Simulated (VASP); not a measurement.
# Te (Fd-3m) in VASP: further runs

Runs on Te. Level: PBEsol. Tasks: single point.

All numbers are computed with VASP 6.6.1; they aren't measurements. Logs are shortened: lines on timing, memory, paths and dates and some standing lists are left out, and cuts for length are marked.

**1. The cell of the first run**

Symmetry: Fd-3m, No. 227, cubic system. The conventional cell has a = 6.997 Å, b = 6.997 Å, c = 6.997 Å, α = 90.00°, β = 90.00°, γ = 90.00°. Te (site symmetry -43m) has 4 Te at 3.03 Å within 4.0 Å.

This isn't the form of Te at room conditions, which is trigonal, of chains.

**2. Single point, PBEsol (Se replaced by Te, lengths x 1.090, strained)**

Contents of INCAR:

```
ALGO     = Normal         # electronic algorithm
EDIFF    = 1E-6           # SCF threshold, eV
ENCUT    = 520            # plane-wave cutoff, eV
GGA      = PS             # functional
ISIF     = 2              # what is computed and relaxed
ISMEAR   = 0              # smearing method
LASPH    = T              # aspherical terms in the spheres
LCHARG   = F              # write CHGCAR
LREAL    = F              # projectors in reciprocal space
LWAVE    = F              # write WAVECAR
NBANDS   = 13             # bands
NELM     = 80             # most SCF steps
PREC     = Accurate       # precision mode
SIGMA    = 0.1            # smearing width, eV
```

Contents of KPOINTS:

```
k-points
0
Gamma
  4 4 4
```

Contents of POSCAR:

```
Te
1.0
    0.0000000000      3.4986485734      3.4986485734
    3.4986485734      0.0000000000      3.4986485734
    3.4986485734      3.4986485734      0.0000000000
Te
2
Direct
    0.5000000000      0.5000000000      0.5000000000
    0.7500000000      0.7500000000      0.7500000000
```

Potentials or basis: VASP PAW PBE potentials, release 64 (Te).

The run is started by

```
cat potpaw_PBE.64/Te/POTCAR > POTCAR
mpirun -np 1 vasp_std > vasp.out
```

OUTCAR:

```text
EDIFF = 1E-6
   ENCUT = 520
   GGA = PS
   ISIF = 2
   ISMEAR = 0
   LASPH = T
   LREAL = F
   NELM = 80
   PREC = Accurate

 ion  position               nearest neighbor table
   1  0.500  0.500  0.500-   2 3.03   2 3.03   2 3.03   2 3.03
   2  0.750  0.750  0.750-   1 3.03   1 3.03   1 3.03   1 3.03

  LATTYP: Found a face centered cubic cell.
 ALAT       =     6.9972971468

  Lattice vectors:

 A1 = (   0.0000000000,   3.4986485734,   3.4986485734)
 A2 = (   3.4986485734,   0.0000000000,   3.4986485734)
 A3 = (   3.4986485734,   3.4986485734,   0.0000000000)

Analysis of symmetry for initial positions (statically):
=====================================================================
 Subroutine PRICEL returns:
 Original cell was already a primitive cell.

 Routine SETGRP: Setting up the symmetry group for a
 face centered cubic supercell.

 Subroutine GETGRP returns: Found 48 space group operations
 (whereof 24 operations were pure point group operations)
 out of a pool of 48 trial point group operations.

The static configuration has the point symmetry T_d .
 The point group associated with its full space group is O_h .

Analysis of symmetry for dynamics (positions and initial velocities):
=====================================================================
 Subroutine PRICEL returns:
 Original cell was already a primitive cell.

 Routine SETGRP: Setting up the symmetry group for a
 face centered cubic supercell.

 Subroutine GETGRP returns: Found 48 space group operations
 (whereof 24 operations were pure point group operations)
 out of a pool of 48 trial point group operations.

The dynamic configuration has the point symmetry T_d .
 The point group associated with its full space group is O_h .

 Subroutine INISYM returns: Found 48 space group operations
 (whereof 24 operations are pure point group operations),
 and found     1 'primitive' translations

----------------------------------------------------------------------------------------

                                     Primitive cell

  volume of cell :      85.6507

  direct lattice vectors                    reciprocal lattice vectors
     0.000000000  3.498648573  3.498648573    -0.142912324  0.142912324  0.142912324
     3.498648573  0.000000000  3.498648573     0.142912324 -0.142912324  0.142912324
     3.498648573  3.498648573  0.000000000     0.142912324  0.142912324 -0.142912324

  length of vectors
     4.947836262  4.947836262  4.947836262     0.247531407  0.247531407  0.247531407

  position of ions in fractional coordinates (direct lattice)
     0.500000000  0.500000000  0.500000000
     0.750000000  0.750000000  0.750000000

  ion indices of the primitive-cell ions
   primitive index   ion index
                 1           1
                 2           2

----------------------------------------------------------------------------------------

 KPOINTS: k-points

Automatic generation of k-mesh.
 Grid dimensions read from file:
 generate k-points for:    4    4    4

 Generating k-lattice:

  Cartesian coordinates                     Fractional coordinates (reciprocal lattice)
    -0.035728081  0.035728081  0.035728081     0.250000000  0.000000000  0.000000000
     0.035728081 -0.035728081  0.035728081     0.000000000  0.250000000  0.000000000
     0.035728081  0.035728081 -0.035728081     0.000000000  0.000000000  0.250000000

  Length of vectors
     0.061882852  0.061882852  0.061882852

  Shift w.r.t. Gamma in fractional coordinates (k-lattice)
     0.000000000  0.000000000  0.000000000

 Subroutine IBZKPT returns following result:
 ===========================================

 Found      8 irreducible k-points:

 Following reciprocal coordinates:
            Coordinates               Weight
  0.000000  0.000000  0.000000      1.000000
  0.250000  0.000000  0.000000      8.000000
  0.500000  0.000000  0.000000      4.000000
  0.250000  0.250000  0.000000      6.000000
  0.500000  0.250000  0.000000     24.000000
 -0.250000  0.250000  0.000000     12.000000
  0.500000  0.500000  0.000000      3.000000
 -0.250000  0.500000  0.250000      6.000000
   k-points           NKPTS =      8   k-points in BZ     NKDIM =      8   number of bands    NBANDS=     13
   number of dos      NEDOS =    301   number of ions     NIONS =      2
   total plane-waves  NPLWV =  64000
   dimension x,y,z NGX =    40 NGY =   40 NGZ =   40
   dimension x,y,z NGXF=    80 NGYF=   80 NGZF=   80
   ions per type =               2
   NGX,Y,Z   is equivalent  to a cutoff of  13.44, 13.44, 13.44 a.u.
   NGXF,Y,Z  is equivalent  to a cutoff of  26.88, 26.88, 26.88 a.u.
 SYSTEM =  unknown system
   PREC   = accura    normal or accurate (medium, high low for compatibility)
   ISTART =      0    job   : 0-new  1-cont  2-samecut
   ICHARG =      2    charge: 1-file 2-atom 10-const
   ISPIN  =      1    spin polarized calculation?
   LNONCOLLINEAR =      F non collinear calculations
   LSORBIT =      F    spin-orbit coupling
   LASPH  =      T    aspherical Exc in radial PAW
   ENCUT  =  520.0 eV  38.22 Ry    6.18 a.u.   9.20  9.20  9.20*2*pi/ulx,y,z
   NELM   =     80;   NELMIN=  2; NELMDL= -5     # of ELM steps
   EDIFF  = 0.1E-05   stopping-criterion for ELM
   LREAL  =      F    real-space projection
   EDIFFG = 0.1E-04   stopping-criterion for IOM
   NSW    =      0    number of steps for IOM
   IBRION =     -1    ionic relax: 0-MD 1-quasi-New 2-CG
   NFREE  =      0    steps in history (QN), initial steepest desc. (CG)
   ISIF   =      2    stress and relaxation
   ISYM   =      2    0-nonsym 1-usesym 2-fastsym
   POTIM  = 0.5000    time-step for ionic-motion
   TEBEG  =    0.0;   TEEND  =   0.0 temperature during run
   PSTRESS=    0.0 pullay stress
   NELECT =      12.0000    total number of electrons
   NUPDOWN=      -1.0000    fix difference up-down
   EMIN   =  10.00;   EMAX   =-10.00  energy-range for DOS
   EFERMI =   0.00;   METHOD = LEGACY
   ISMEAR =     0;   SIGMA  =   0.10  broadening in eV -4-tet -1-fermi 0-gaus
   EFERMI_NEDOS =   21; number of points for ismear=-14 and -15
   IALGO  =     38    algorithm
   IMIX   =      4    mixing-type and parameters
     AMIX     =   0.40;   BMIX     =  1.00
     AMIX_MAG =   1.60;   BMIX_MAG =  1.00
  volume/ion in A,a.u.               =      42.83       289.00
  Fermi-wavevector in a.u.,A,eV,Ry     =   0.850273  1.606783  9.836519  0.722964
  Thomas-Fermi vector in A             =   1.966224
   LORBIT       =      0    0 simple, 1 ext, 2 COOP (PROOUT), +10 PAW based schemes
   GGA     = PS    functional components
   LHFCALC =     F    Hartree Fock is set to
   AEXX    =    0.0000 exact exchange contribution
   IVDW    =     0    specifies the selected vdW correction
   LEPSILON=     F    determine dielectric tensor
   LRPA    =     F    only Hartree local field effects (RPA)
 non-spin polarized calculation
 Gauss-broadening in eV      SIGMA  =   0.10
  energy-cutoff  :      520.00
  volume of cell :       85.65
 maximum number of plane-waves:      2332
 NGX is ok and might be reduce to    40
   NGX = 19   NGY = 19   NGZ = 19

 number of electron      12.0000000 magnetization

 Free energy of the ion-electron system (eV)
  ---------------------------------------------------
  ext. energy  EPLUGINS =         0.00000000
  ---------------------------------------------------
  free energy    TOTEN  =        -5.98111233 eV

  energy without entropy =       -5.96739708  energy(sigma->0) =       -5.97425471

 E-fermi :   3.9514     XC(G=0):  -8.0293

 val. band max:        3.6905968109   @ k =   0.2500   0.0000   0.0000
 cond. band min:       3.9623418381   @ k =  -0.2500   0.2500   0.0000
 fundamental gap:      0.2717450272
 Fermi energy:         3.9513644717

 k-point     1 :       0.0000    0.0000    0.0000
  band No.  band energies     occupation
      1      -9.5055      2.00000
      2      -4.6284      2.00000
      3       0.6784      2.00000
      4       0.6784      2.00000
      5       0.6784      2.00000
      6       3.1051      2.00000
      7       3.1051      2.00000
      8       3.1051      2.00000
      9       7.3491      0.00000
     10       9.7362      0.00000
     11       9.7362      0.00000
     12      11.2116      0.00000
     13      11.2116      0.00000

 k-point     2 :       0.2500    0.0000    0.0000
  band No.  band energies     occupation
      1      -9.1538      2.00000
      2      -5.5261      2.00000
      3       0.3048      2.00000
      4       0.3048      2.00000
      5       0.4927      2.00000
      6       3.6906      1.99977
      7       3.6906      1.99977
      8       4.0520      0.15459
      9       8.5769      0.00000
     10       9.2175      0.00000
     11       9.2175      0.00000
     12      10.6883      0.00000
     13      13.3270      0.00000

 k-point     3 :       0.5000    0.0000    0.0000
  band No.  band energies     occupation
      1      -8.6127      2.00000
      2      -6.5101      2.00000
      3       0.0338      2.00000
      4       0.0338      2.00000
      5       0.2208      2.00000
      6       4.1040      0.03090
      7       4.1040      0.03090
      8       5.6898      0.00000
      9       9.1816      0.00000
     10       9.4080      0.00000
     11      10.1568      0.00000
     12      10.1568      0.00000
     13      11.4292      0.00000
[... 49 lines left out ...]
 k-point     7 :       0.5000    0.5000    0.0000
  band No.  band energies     occupation
      1      -7.6494      2.00000
      2      -7.6494      2.00000
      3      -0.6611      2.00000
      4      -0.6611      2.00000
      5       2.1459      2.00000
      6       2.1459      2.00000
      7       6.0338      0.00000
      8       6.0338      0.00000
      9       8.9589      0.00000
     10       8.9589      0.00000
     11      11.4830      0.00000
     12      11.4830      0.00000
     13      12.3622      0.00000

 k-point     8 :      -0.2500    0.5000    0.2500
  band No.  band energies     occupation
      1      -7.6450      2.00000
      2      -7.6450      2.00000
      3      -0.8571      2.00000
      4      -0.8571      2.00000
      5       2.9082      2.00000
      6       2.9082      2.00000
      7       5.1959      0.00000
      8       5.1959      0.00000
      9       8.7484      0.00000
     10       8.7484      0.00000
     11      11.2467      0.00000
     12      11.2467      0.00000
     13      14.2059      0.00000

------------------------ aborting loop because EDIFF is reached ----------------------------------------

  FORCE on cell =-STRESS in cart. coord.  units (eV):
  Direction    XX          YY          ZZ          XY          YZ          ZX
  --------------------------------------------------------------------------------------
  -------------------------------------------------------------------------------------
  Total        0.6295523      0.6295523      0.6295523      0.0000000      0.0000000      0.0000000
  in kB       11.7763706     11.7763706     11.7763706      0.0000000      0.0000000      0.0000000
  external PRESSURE =      11.7763706 kB  Pullay stress =       0.0000000 kB

 VOLUME and BASIS-vectors are now :
 -----------------------------------------------------------------------------
  energy-cutoff  :      520.00
  volume of cell :       85.65
      direct lattice vectors                 reciprocal lattice vectors
     0.000000000  3.498648573  3.498648573    -0.142912324  0.142912324  0.142912324
     3.498648573  0.000000000  3.498648573     0.142912324 -0.142912324  0.142912324
     3.498648573  3.498648573  0.000000000     0.142912324  0.142912324 -0.142912324

 POSITION                                       TOTAL-FORCE (eV/Angst)
 -----------------------------------------------------------------------------------
      3.49865      3.49865      3.49865        -0.000000     -0.000000     -0.000000
      5.24797      5.24797      5.24797         0.000000      0.000000      0.000000
 -----------------------------------------------------------------------------------
    total drift:                               -0.000000     -0.000000      0.000000

  FREE ENERGIE OF THE ION-ELECTRON SYSTEM (eV)
  ---------------------------------------------------
  free  energy   TOTEN  =        -5.9811123299 eV

  energy  without entropy=       -5.9673970844  energy(sigma->0) =       -5.97425471
```

Wall time 13 s (1 thread of Intel Xeon Platinum 8488C (Sapphire Rapids), shared host); peak memory 0.22 GiB.

Results:

```yaml
Free_energy: -5.9811 eV
Pressure: 1.2 GPa
Band_gap_on_the_k_mesh: zero (bands 6 and 7 overlap by 1.00 eV)
```

Caveat: the k points lie up to 0.39 Å⁻¹ apart, too coarse for converged energies and pressures of a metal; the cell differs from its parent crystal (Se replaced by Te, lengths x 1.090, strained); the PAW data sets were made with another functional, which shifts forces and pressure a little; spin-orbit coupling is left out, which moves the levels of the heavy elements.

**3. Single point, PBEsol (Se replaced by Te, lengths x 1.090, strained)**

Contents of INCAR:

```
SYSTEM = Te
PREC = Accurate
ENCUT = 520
EDIFF = 1E-6
ISMEAR = 0
SIGMA = 0.1
LREAL = .FALSE.
LASPH = .TRUE.
NELM = 60
ALGO = Normal
ISIF = 2
LWAVE = .FALSE.
LCHARG = .TRUE.
GGA = PS
LELF = .TRUE.
LVHAR = .TRUE.
NBANDS = 13
```

Contents of KPOINTS:

```
Automatic mesh
0
G
  10 10 10
  0 0 0
```

POSCAR is that of step 2.

Potentials or basis: VASP PAW PBE potentials, release 64 (Te).

The run is started by

```
cat potpaw_PBE.64/Te/POTCAR > POTCAR
mpirun -np 1 vasp_std > vasp.out
```

Run time: 51 s. Hardware: 1 thread of Intel Xeon Platinum 8488C (Sapphire Rapids), shared host; peak memory 0.24 GiB.

The run converged. Its results:

* Free energy: -6.0459 eV
* Pressure: 0.9 GPa
* Band gap on the k mesh: zero (bands 6 and 7 overlap by 1.00 eV)

Levels at points of the mesh, in eV from the Fermi level:
```tsv
k point	band 2	band 3	band 4	band 5	band 6	band 7	band 8	band 9	band 10	band 11
(0.00, 0.00, 0.00)	-8.50	-3.19	-3.19	-3.19	-0.76	-0.76	-0.76	3.47	5.88	5.88
(0.50, 0.00, 0.00)	-10.38	-3.83	-3.83	-3.65	0.24	0.24	1.82	5.31	5.53	6.29
(0.50, 0.50, 0.00)	-11.52	-4.53	-4.53	-1.72	-1.72	2.17	2.17	5.09	5.09	7.62
```

Caveat: the cell differs from its parent crystal (Se replaced by Te, lengths x 1.090, strained); the PAW data sets were made with another functional, which shifts forces and pressure a little; spin-orbit coupling is left out, which moves the levels of the heavy elements.
